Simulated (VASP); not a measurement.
Here is a VASP 6.6.1 calculation.

File INCAR:

```
PREC = Accurate
ENCUT = 520
EDIFF = 1E-6
ISMEAR = 0
SIGMA = 0.15
LREAL = F
LASPH = T
NELM = 100
ALGO = Normal
ISIF = 2
LWAVE = F
LCHARG = F
GGA = CA
NBANDS = 10
```

The input KPOINTS:

```
regular mesh
0
Gamma
  18 18 14
```

Contents of POSCAR:

```
MgSi
1.0
    2.9482399651      0.0000000000      0.0000000000
    0.0000000000      2.9482399651      0.0000000000
    0.0000000000      0.0000000000      3.9932595021
Mg Si
1 1
Direct
    0.0000000000      0.0000000000      0.0000000000
    0.5000000000      0.5000000000      0.5000000000
```

Potentials or basis: VASP PAW LDA potentials, release 64 (Mg, Si).

The run is started by

```console
$ cat potpaw_LDA.64/Mg/POTCAR potpaw_LDA.64/Si/POTCAR > POTCAR
$ mpirun -np 1 vasp_std > vasp.out
```

(1) What does it give for the band gap on the k mesh?

(2) Estimate the pressure.

## Answers

(1) zero (bands 3 and 4 overlap by 6.08 eV).

(2) -3.3 GPa.

Caveat: the cell stands under tension.
